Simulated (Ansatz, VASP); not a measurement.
# Two plane-wave programs on AlRu

```
CELL_PARAMETERS angstrom
2.97641 0.00000 0.00000
0.00000 2.97641 0.00000
0.00000 0.00000 2.88712
ATOMIC_POSITIONS crystal
Al 0.00000 0.00000 0.00000
Ru 0.50000 0.50000 0.50000
```

Change from the starting cell: strain +0.000 along x and y, -0.030 along z, atoms carried along.

Alike in both runs: task single point; functional PBEsol; k mesh 20 × 20 × 20; occupations gaussian, width 0.15 eV; no spin polarisation.

|  | VASP | Ansatz |
| --- | --- | --- |
| version | VASP 6.6.1 | Ansatz 0.2.0 |
| potentials or method | VASP PAW PBE potentials, release 64 (Al, Ru_pv), cutoff 520 eV | scalar-relativistic, plane waves, PAW |
| valence electrons in the cell | 17 | 19 |

```csv
,VASP,Ansatz,Ansatz less VASP
gap on the k mesh at the Fermi level (eV),none,none,-
pressure (GPa),7.3,7.2,-0.10
"traceless stress, the component that is largest in VASP (GPa)",4.06,4.05,-0.013
```

VASP's potentials were made for PBE, not for PBEsol. A gap of «none» marks a metal or a gap that the smearing closes. VASP's potentials hold 17 valence electrons a cell and Ansatz's 19, so a difference there can come from the potentials and not from the codes.
